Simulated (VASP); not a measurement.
# AlFe: single point with PBE

The system is AlFe.

```
CELL_PARAMETERS angstrom
-2.11270 2.11270 2.83705
2.11270 -2.11270 2.83705
2.11270 2.11270 -2.83705
ATOMIC_POSITIONS crystal
Al 0.50000 0.50000 0.00000
Al 0.25000 0.75000 0.50000
Fe 0.00000 0.00000 0.00000
Fe 0.75000 0.25000 0.50000
```

```
Program             : VASP 6.6.1
Task                : single point
Functional          : PBE
Potentials or basis : VASP PAW PBE potentials, release 64 (Al, Fe)
Cutoff              : 520 eV
k mesh              : 6 × 6 × 6
Occupations         : gaussian, width 0.1 eV
Spin                : collinear spin, ferromagnetic start
Starting moments    : [0.0, 0.0, 4.0, 4.0] μB
```

```yaml
Pressure: -0.2 GPa
Net_moment: 3.83 μB per cell
Site_moments: Al -0.03; Fe +2.01 μB
Valence_electrons_inside_the_program's_atomic_spheres: Al 0.82; Fe 7.24
```

Stress tensor (GPa, compression positive):
```
-0.29  0.00  0.00
 0.00 -0.29  0.00
 0.00  0.00 -0.03
```

Levels at points of the mesh, in eV from the Fermi level:
Spin up:
```tsv
k point	band 10	band 11	band 12	band 13	band 14	band 15	band 16	band 17
(0.00, 0.00, 0.00)	-1.21	-1.17	2.28	2.31	2.31	3.73	3.96	3.96
(0.50, 0.00, 0.00)	-1.41	-1.27	-1.21	1.53	1.63	2.25	2.49	2.55
(0.50, 0.50, 0.00)	-2.22	-1.17	-1.17	-1.17	-1.17	2.16	2.16	8.73
(0.50, 0.50, 0.50)	-2.22	-1.30	-1.30	-1.14	-1.14	1.78	1.78	8.97
```
Spin down:
```csv
k point,band 7,band 8,band 9,band 10,band 11,band 12
"(0.00, 0.00, 0.00)",-1.70,-1.70,-1.63,1.19,1.35,2.72
"(0.50, 0.00, 0.00)",-1.28,-0.37,-0.36,0.15,0.54,0.60
"(0.50, 0.50, 0.00)",-1.18,-1.18,-0.13,-0.13,0.53,0.53
"(0.50, 0.50, 0.50)",-1.02,-1.02,-0.05,-0.05,0.39,0.39
```

It took 120 s on 1 thread of Intel Xeon 8259CL, with other jobs on the host, peak memory 0.23 GiB.
